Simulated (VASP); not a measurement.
A run of VASP 6.6.1 is set up as follows.

File INCAR:

```
PREC = Accurate
ENCUT = 520
EDIFF = 1E-7
ISMEAR = 0
SIGMA = 0.1
LREAL = False
LASPH = True
NELM = 80
ALGO = Normal
ISIF = 2
LWAVE = False
LCHARG = False
GGA = PE
NBANDS = 32
```

Contents of KPOINTS:

```
Automatic mesh
0
Gamma
  6 6 4
```

POSCAR

```
Au3Br2
1.0
    3.7813402247      0.0000000000      0.0000000000
   -1.8906701123      3.2747366950      0.0000000000
    0.0000000000      0.0000000000      9.4347013855
Au Br
3 2
Direct
    0.0000000000      0.0000000000      0.0000000000
    0.3333333333      0.6666666667      0.5887650250
    0.6666666667      0.3333333333      0.4112349750
    0.3333333333      0.6666666667      0.1926772049
    0.6666666667      0.3333333333      0.8073227951
```

Potentials or basis: VASP PAW PBE potentials, release 64 (Au, Br).

Launch:

```sh
$ cat potpaw_PBE.64/Au/POTCAR potpaw_PBE.64/Br/POTCAR > POTCAR
$ mpirun -np 1 vasp_std > vasp.out
```

(1) Estimate the band gap on the k mesh.

(2) What does it give for the pressure?

(3) What does it give for the largest force?

Answers

(1) zero (an odd number of electrons rules out a gap without spin polarisation).

(2) -0.1 GPa.

(3) 0.027 eV/Å.

Caveat: spin-orbit coupling is left out, which moves the levels of the heavy elements.
